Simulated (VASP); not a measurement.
# BN (F-43m) in VASP: notebook

Runs on BN. Level: PBE. Tasks: G0W0 quasiparticle levels.

Everything below comes from runs of VASP 6.6.1. Logs are shortened: lines on timing, memory, paths and dates and some standing lists are left out, and cuts for length are marked.

### 1 The cell of the first run

Symmetry: F-43m, No. 216, cubic system. Conventional cell: a = 3.610 Å, b = 3.610 Å, c = 3.610 Å, α = 90.00°, β = 90.00°, γ = 90.00°. B (site symmetry -43m) has 4 N at 1.56 Å within 2.1 Å. N (site symmetry -43m) has 4 B at 1.56 Å within 2.1 Å.

### 2 G0W0 quasiparticle levels, PBE

POSCAR

```
BN
1.0
    0.0000000000      1.8048245542      1.8048245542
    1.8048245542      0.0000000000      1.8048245542
    1.8048245542      1.8048245542      0.0000000000
B N
1 1
Direct
    0.0000000000      0.0000000000      0.0000000000
    0.2500000000      0.2500000000      0.2500000000
```

INCAR.step1

```
PREC     = Accurate       # precision mode
ENCUT    = 500            # plane-wave cutoff, eV
EDIFF    = 1E-8           # SCF threshold, eV
ISMEAR   = 0              # smearing method
SIGMA    = 0.01           # smearing width, eV
LREAL    = False          # projectors in reciprocal space
LASPH    = True           # aspherical terms in the spheres
NELM     = 60             # most SCF steps
ALGO     = Normal         # electronic algorithm
LWAVE    = True           # write WAVECAR
LCHARG   = False          # write CHGCAR
GGA      = PE             # functional
```

INCAR.step2

```
PREC     = Accurate       # precision mode
ENCUT    = 500            # plane-wave cutoff, eV
EDIFF    = 1E-8           # SCF threshold, eV
ISMEAR   = 0              # smearing method
SIGMA    = 0.01           # smearing width, eV
LREAL    = False          # projectors in reciprocal space
LASPH    = True           # aspherical terms in the spheres
NELM     = 1              # most SCF steps
ALGO     = Exact          # electronic algorithm
LWAVE    = True           # write WAVECAR
LCHARG   = False          # write CHGCAR
GGA      = PE             # functional
NBANDS   = 48             # bands
LOPTICS  = True           # frequency-dependent dielectric function
ISTART   = 1
```

INCAR.step3

```
PREC     = Accurate       # precision mode
ENCUT    = 500            # plane-wave cutoff, eV
EDIFF    = 1E-8           # SCF threshold, eV
ISMEAR   = 0              # smearing method
SIGMA    = 0.01           # smearing width, eV
LREAL    = False          # projectors in reciprocal space
LASPH    = True           # aspherical terms in the spheres
ALGO     = EVGW0          # electronic algorithm
LWAVE    = False          # write WAVECAR
LCHARG   = False          # write CHGCAR
GGA      = PE             # functional
NELMGW   = 1            
NBANDS   = 48             # bands
ENCUTGW  = 140.0          # cutoff of the response function
NOMEGA   = 48             # frequency points
PRECFOCK = Fast         
ISTART   = 1            
NBANDSGW = 12
```

KPOINTS

```
regular mesh
0
Gamma
  6 6 6
```

Potentials or basis: VASP PAW PBE potentials, release 64 (B_GW, N_GW).

Launch:

```
> cat potpaw_PBE.64/B_GW/POTCAR potpaw_PBE.64/N_GW/POTCAR > POTCAR
> cp INCAR.step1 INCAR
> mpirun -np 1 vasp_std > vasp.out
> cp INCAR.step2 INCAR
> mpirun -np 1 vasp_std > vasp.out
> cp INCAR.step3 INCAR
> mpirun -np 1 vasp_std > vasp.out
```

OUTCAR:

```text
PREC = Accurate
   ENCUT = 500
   EDIFF = 1E-8
   ISMEAR = 0
   LREAL = False
   LASPH = True
   GGA = PE
   NELMGW = 1
   ENCUTGW = 140.0
   PRECFOCK = Fast
   ISTART = 1

 ion  position               nearest neighbor table
   1  0.000  0.000  0.000-   2 1.56   2 1.56   2 1.56   2 1.56
   2  0.250  0.250  0.250-   1 1.56   1 1.56   1 1.56   1 1.56

  LATTYP: Found a face centered cubic cell.
 ALAT       =     3.6096491084

  Lattice vectors:

 A1 = (   0.0000000000,   1.8048245542,   1.8048245542)
 A2 = (   1.8048245542,   0.0000000000,   1.8048245542)
 A3 = (   1.8048245542,   1.8048245542,   0.0000000000)

Analysis of symmetry for initial positions (statically):
=====================================================================
 Subroutine PRICEL returns:
 Original cell was already a primitive cell.

 Routine SETGRP: Setting up the symmetry group for a
 face centered cubic supercell.

 Subroutine GETGRP returns: Found 24 space group operations
 (whereof 24 operations were pure point group operations)
 out of a pool of 48 trial point group operations.

The static configuration has the point symmetry T_d .

Analysis of symmetry for dynamics (positions and initial velocities):
=====================================================================
 Subroutine PRICEL returns:
 Original cell was already a primitive cell.

 Routine SETGRP: Setting up the symmetry group for a
 face centered cubic supercell.

 Subroutine GETGRP returns: Found 24 space group operations
 (whereof 24 operations were pure point group operations)
 out of a pool of 48 trial point group operations.

The dynamic configuration has the point symmetry T_d .

 Subroutine INISYM returns: Found 24 space group operations
 (whereof 24 operations are pure point group operations),
 and found     1 'primitive' translations

----------------------------------------------------------------------------------------

                                     Primitive cell

  volume of cell :      11.7580

[... 78 lines left out ...]
   NELM   =     60;   NELMIN=  2; NELMDL=  0     # of ELM steps
   EDIFF  = 0.1E-07   stopping-criterion for ELM
   LREAL  =      F    real-space projection
   EDIFFG = 0.1E-06   stopping-criterion for IOM
   NSW    =      0    number of steps for IOM
   IBRION =     -1    ionic relax: 0-MD 1-quasi-New 2-CG
   NFREE  =      0    steps in history (QN), initial steepest desc. (CG)
   ISIF   =      0    stress and relaxation
   ISYM   =      3    0-nonsym 1-usesym 2-fastsym
   POTIM  = 0.5000    time-step for ionic-motion
   TEBEG  =    0.0;   TEEND  =   0.0 temperature during run
   PSTRESS=    0.0 pullay stress
   NELECT =       8.0000    total number of electrons
   NUPDOWN=      -1.0000    fix difference up-down
   EMIN   =  10.00;   EMAX   =-10.00  energy-range for DOS
   EFERMI =   0.00;   METHOD = LEGACY
   ISMEAR =     0;   SIGMA  =   0.01  broadening in eV -4-tet -1-fermi 0-gaus
   EFERMI_NEDOS =   21; number of points for ismear=-14 and -15
   IALGO  =     38    algorithm
   IMIX   =      4    mixing-type and parameters
     AMIX     =   0.40;   BMIX     =  1.00
     AMIX_MAG =   1.60;   BMIX_MAG =  1.00
  volume/ion in A,a.u.               =       5.88        39.67
  Fermi-wavevector in a.u.,A,eV,Ry     =   1.439881  2.720980 28.208365  2.073256
  Thomas-Fermi vector in A             =   2.558687
   LORBIT       =      0    0 simple, 1 ext, 2 COOP (PROOUT), +10 PAW based schemes
   GGA     = PE    functional components
   LHFCALC =     T    Hartree Fock is set to
   PRECFOCK=fast      Normal, Fast or Accurate (Low or Medium for compatibility)
   ENCUT4O =  -1.0   cutoff for four orbital integrals eV
   NKREDX  =     1    reduce k-point grid by
   NKREDY  =     1    reduce k-point grid by
   NKREDZ  =     1    reduce k-point grid by
   AEXX    =    1.0000 exact exchange contribution
   HFSCREEN=    0.0000 screening length (either q_TF or 0.3 A-1)
   HFSCREENC=   0.0000 screening length for correlation (either q_TF or 0.3 A-1)
   ENCUTFOCK=  -1.0 apply spherical cutoff to Coloumb kernel
   IVDW    =     0    specifies the selected vdW correction
   LEPSILON=     F    determine dielectric tensor
   LRPA    =     F    only Hartree local field effects (RPA)
   LRPAFORCE           =     F    calculate RPA forces
   ENCUTGW             = 140.0    cutoff for response function in eV
   ENCUTGWSOFT         = 112.0    soft cutoff for Coulomb kernel in GW response function in eV
   ENCUTLF             =  -1.0    cutoff for local field effects
   NELMGW              =     1    number of iterations in solving QP/BSE equation
   NELMHF              =     1    number of iterations in the inner HF iteration
   NKREDLFX            =     1    NKREDLFY  =   1   NKREDLFZ  =   1
 non-spin polarized calculation
 Gauss-broadening in eV      SIGMA  =   0.01
  energy-cutoff  :      500.00
  volume of cell :       11.76
 maximum number of plane-waves:       310
 NGX is ok and might be reduce to    20
  NGX = 12; NGY = 12; NGZ = 12
   NGX =  9   NGY =  9   NGZ =  9
 maximum number of plane-waves:        59

 QP shifts <psi_nk| G(iteration)W_0 |psi_nk>: iteration 1
 for sc-GW calculations column KS-energies equals QP-energies in previous step
 and V_xc(KS)=  KS-energies - (<T + V_ion + V_H > + <T+V_H+V_ion>^1  + <V_x>^1)

 k-point   1 :       0.0000    0.0000    0.0000
  band No.  KS-energies  QP-energies   sigma(KS)   V_xc(KS)     V^pw_x(r,r')   Z            occupation Imag(sigma)

      1     -12.7664     -14.7176     -18.0071     -15.4971     -26.5176       0.7774       2.0000       1.4663
      2       7.5171       6.8133     -19.1526     -18.2998     -21.9092       0.8253       2.0000       0.0902
      3       7.5171       6.8133     -19.1526     -18.2998     -21.9092       0.8253       2.0000       0.0902
      4       7.5171       6.8133     -19.1526     -18.2998     -21.9092       0.8253       2.0000       0.0902
      5      16.3586      17.7545     -12.1239     -13.8009      -7.0177       0.8324       0.0000      -0.1111
      6      16.3586      17.7545     -12.1239     -13.8009      -7.0177       0.8324       0.0000      -0.1111
      7      16.3586      17.7545     -12.1239     -13.8009      -7.0177       0.8324       0.0000      -0.1111
      8      17.9365      19.1822     -13.9171     -15.4444      -8.3820       0.8156       0.0000      -0.1371
      9      32.3460      32.8969     -10.7629     -11.4569      -3.3124       0.7938       0.0000      -0.6111
     10      35.3495      36.6656     -11.7715     -13.3424      -5.4646       0.8378       0.0000      -0.5820
     11      35.3495      36.6656     -11.7715     -13.3424      -5.4646       0.8378       0.0000      -0.5820
     12      35.9536      36.6085     -10.3208     -11.1067      -3.0540       0.8332       0.0000      -0.9669
[... 228 lines left out ...]
      1      -6.9250      -8.4173     -19.4657     -17.4809     -26.9063       0.7518       2.0000       0.6915
      2      -0.7040      -2.2667     -17.4580     -15.4654     -22.1106       0.7842       2.0000       0.2048
      3       1.2943      -0.0411     -17.4811     -15.8126     -21.4612       0.8003       2.0000       0.1531
      4       1.3344       0.0575     -16.9239     -15.3355     -20.6535       0.8039       2.0000       0.1450
      5      15.3084      16.3695     -12.6331     -13.9037      -7.8517       0.8351       0.0000      -0.1074
      6      19.5701      20.7554     -12.1301     -13.5608      -6.6699       0.8285       0.0000      -0.1325
      7      22.6632      24.3046     -13.1442     -15.2165      -6.4472       0.7920       0.0000      -0.2238
      8      24.3752      26.1171     -13.4000     -15.6215      -6.4999       0.7841       0.0000      -0.2516
      9      27.1737      28.8589     -14.0720     -16.2398      -6.8276       0.7774       0.0000      -0.3422
     10      33.4908      35.0481     -11.9631     -13.9142      -4.2245       0.7982       0.0000      -0.7551
     11      37.7927      38.9066     -11.5294     -12.8791      -4.1988       0.8253       0.0000      -0.9794
     12      40.9415      42.3092     -11.2931     -12.9550      -3.8572       0.8231       0.0000      -1.0745
```

OUTCAR.step1:

```text
PREC = Accurate
   ENCUT = 500
   EDIFF = 1E-8
   ISMEAR = 0
   LREAL = False
[... 387 lines left out ...]
      0.00000      0.00000      0.00000         0.000000      0.000000      0.000000
      0.90241      0.90241      0.90241        -0.000000     -0.000000     -0.000000
 -----------------------------------------------------------------------------------
    total drift:                                0.000001      0.000001      0.000001

  FREE ENERGIE OF THE ION-ELECTRON SYSTEM (eV)
  ---------------------------------------------------
  free  energy   TOTEN  =       -17.4560108107 eV

  energy  without entropy=      -17.4560108107  energy(sigma->0) =      -17.45601081
```

It took 45 s on 1 thread of AMD EPYC 9R45 (Zen 5), shared host; peak memory 0.18 GiB.

Results:

| Quantity | Value |
| --- | --- |
| Quasiparticle gap | 5.92 eV |
| Least direct quasiparticle gap | 10.94 eV |
| Band gap of the starting levels on the mesh | 4.47 eV |
| Least direct gap of the starting levels on the mesh | 8.84 eV |

Caveat: the k points lie up to 0.50 Å⁻¹ apart; bands, screening cutoff and mesh are small and nothing is extrapolated, so the quasiparticle values aren't converged.

### 3 G0W0 quasiparticle levels, PBE

POSCAR is that of step 2.

INCAR.step1

```
SYSTEM = BN
PREC = Accurate
ENCUT = 500
EDIFF = 1E-8
ISMEAR = 0
SIGMA = 0.01
LREAL = .FALSE.
LASPH = .TRUE.
NELM = 80
ALGO = Normal
LWAVE = .TRUE.
LCHARG = .FALSE.
GGA = PE
```

INCAR.step2

```
SYSTEM = BN
PREC = Accurate
ENCUT = 500
EDIFF = 1E-8
ISMEAR = 0
SIGMA = 0.01
LREAL = .FALSE.
LASPH = .TRUE.
NELM = 1
ALGO = Exact
LWAVE = .TRUE.
LCHARG = .FALSE.
GGA = PE
NBANDS = 85
LOPTICS = .TRUE.
ISTART = 1
```

INCAR.step3

```
SYSTEM = BN
PREC = Accurate
ENCUT = 500
EDIFF = 1E-8
ISMEAR = 0
SIGMA = 0.01
LREAL = .FALSE.
LASPH = .TRUE.
ALGO = EVGW0
LWAVE = .FALSE.
LCHARG = .FALSE.
GGA = PE
NELMGW = 1
NBANDS = 85
ENCUTGW = 200
NOMEGA = 48
PRECFOCK = Fast
ISTART = 1
NBANDSGW = 12
```

KPOINTS

```
regular mesh
0
G
  6 6 6
  0 0 0
```

Potentials or basis: VASP PAW PBE potentials, release 64 (B_GW, N_GW).

Launch:

```
> cat potpaw_PBE.64/B_GW/POTCAR potpaw_PBE.64/N_GW/POTCAR > POTCAR
> cp INCAR.step1 INCAR
> mpirun -np 1 vasp_std > vasp.out
> cp INCAR.step2 INCAR
> mpirun -np 1 vasp_std > vasp.out
> cp INCAR.step3 INCAR
> mpirun -np 1 vasp_std > vasp.out
```

OUTCAR:

```text
SYSTEM = BN
   PREC = Accurate
   ENCUT = 500
   EDIFF = 1E-8
   ISMEAR = 0
   LREAL = .FALSE.
   LASPH = .TRUE.
   GGA = PE
   NELMGW = 1
   ENCUTGW = 200
   PRECFOCK = Fast
   ISTART = 1

 ion  position               nearest neighbor table
   1  0.000  0.000  0.000-   2 1.56   2 1.56   2 1.56   2 1.56
   2  0.250  0.250  0.250-   1 1.56   1 1.56   1 1.56   1 1.56

  LATTYP: Found a face centered cubic cell.
 ALAT       =     3.6096491084

  Lattice vectors:

 A1 = (   0.0000000000,   1.8048245542,   1.8048245542)
 A2 = (   1.8048245542,   0.0000000000,   1.8048245542)
 A3 = (   1.8048245542,   1.8048245542,   0.0000000000)

Analysis of symmetry for initial positions (statically):
=====================================================================
[... 157 lines left out ...]
   ENCUTLF             =  -1.0    cutoff for local field effects
   NELMGW              =     1    number of iterations in solving QP/BSE equation
   NELMHF              =     1    number of iterations in the inner HF iteration
   NKREDLFX            =     1    NKREDLFY  =   1   NKREDLFZ  =   1
 non-spin polarized calculation
 Gauss-broadening in eV      SIGMA  =   0.01
  energy-cutoff  :      500.00
  volume of cell :       11.76
 maximum number of plane-waves:       310
 NGX is ok and might be reduce to    20
  NGX = 12; NGY = 12; NGZ = 12
   NGX =  9   NGY =  9   NGZ =  9
 maximum number of plane-waves:        81

 QP shifts <psi_nk| G(iteration)W_0 |psi_nk>: iteration 1
 for sc-GW calculations column KS-energies equals QP-energies in previous step
 and V_xc(KS)=  KS-energies - (<T + V_ion + V_H > + <T+V_H+V_ion>^1  + <V_x>^1)

 k-point   1 :       0.0000    0.0000    0.0000
  band No.  KS-energies  QP-energies   sigma(KS)   V_xc(KS)     V^pw_x(r,r')   Z            occupation Imag(sigma)

      1     -12.7664     -14.8920     -18.2332     -15.4971     -26.5176       0.7769       2.0000       1.4702
      2       7.5171       6.5479     -19.4764     -18.2998     -21.9092       0.8236       2.0000       0.0957
      3       7.5171       6.5479     -19.4764     -18.2998     -21.9092       0.8236       2.0000       0.0957
      4       7.5171       6.5479     -19.4764     -18.2998     -21.9092       0.8236       2.0000       0.0957
      5      16.3586      17.6087     -12.2989     -13.8009      -7.0177       0.8323       0.0000      -0.1063
      6      16.3586      17.6087     -12.2989     -13.8009      -7.0177       0.8323       0.0000      -0.1063
      7      16.3586      17.6087     -12.2989     -13.8009      -7.0177       0.8323       0.0000      -0.1063
      8      17.9365      18.9727     -14.1702     -15.4444      -8.3820       0.8132       0.0000      -0.1302
      9      32.3460      32.7617     -10.9325     -11.4569      -3.3124       0.7926       0.0000      -0.6020
     10      35.3495      36.4448     -12.0337     -13.3424      -5.4646       0.8370       0.0000      -0.5762
     11      35.3495      36.4448     -12.0337     -13.3424      -5.4646       0.8370       0.0000      -0.5762
     12      35.9536      36.6576     -10.2796     -11.1067      -3.0540       0.8510       0.0000      -1.0407
[... 228 lines left out ...]
      1      -6.9250      -8.6306     -19.7539     -17.4809     -26.9063       0.7503       2.0000       0.7023
      2      -0.7040      -2.4387     -17.6816     -15.4654     -22.1106       0.7827       2.0000       0.2019
      3       1.2943      -0.2272     -17.7169     -15.8126     -21.4612       0.7990       2.0000       0.1517
      4       1.3344      -0.1203     -17.1477     -15.3355     -20.6535       0.8027       2.0000       0.1433
      5      15.3084      16.2181     -12.8130     -13.9037      -7.8517       0.8341       0.0000      -0.1026
      6      19.5701      20.5958     -12.3218     -13.5608      -6.6699       0.8279       0.0000      -0.1282
      7      22.6632      24.1233     -13.3703     -15.2165      -6.4472       0.7909       0.0000      -0.2169
      8      24.3752      25.9185     -13.6497     -15.6215      -6.4999       0.7827       0.0000      -0.2452
      9      27.1737      28.6368     -14.3548     -16.2398      -6.8276       0.7762       0.0000      -0.3382
     10      33.4908      34.8673     -12.1894     -13.9142      -4.2245       0.7981       0.0000      -0.7584
     11      37.7927      38.7234     -11.7513     -12.8791      -4.1988       0.8252       0.0000      -0.9779
     12      40.9415      42.1243     -11.5175     -12.9550      -3.8572       0.8228       0.0000      -1.0770
```

OUTCAR.step2:

```text
SYSTEM = BN
   PREC = Accurate
   ENCUT = 500
   EDIFF = 1E-8
[... 850 lines left out ...]
  --------------------------------------------------------------------------------------------------------------
     0.00000     4.81082     4.81082     4.81082     0.00000     0.00000    -0.00000
     2.63790     4.99554     4.99554     4.99554     0.00000     0.00000    -0.00000
     5.27580     5.71609     5.71609     5.71609     0.00000     0.00000    -0.00000
     7.91371     8.22139     8.22139     8.22139     0.00000     0.00000    -0.00000
    10.55161     7.81873     7.81873     7.81873     0.00000     0.00000    -0.00000
    13.18951    -0.55628    -0.55628    -0.55628    -0.00000    -0.00000     0.00000
[... 92 lines left out ...]
   258.51440     0.98550     0.98550     0.98550    -0.00000    -0.00000    -0.00000
   261.15230     0.98581     0.98581     0.98581    -0.00000    -0.00000    -0.00000
```

Run time: 44 s. Hardware: 1 thread of Intel Xeon 6975P-C (Granite Rapids), shared host; peak memory 0.26 GiB.

What came out:

| Property | Result |
| --- | --- |
| Quasiparticle gap | 6.07 eV |
| Least direct quasiparticle gap | 11.06 eV |
| Band gap of the starting levels on the mesh | 4.47 eV |
| Least direct gap of the starting levels on the mesh | 8.84 eV |

Caveat: the k points lie up to 0.50 Å⁻¹ apart; bands, screening cutoff and mesh are small and nothing is extrapolated, so the quasiparticle values aren't converged.
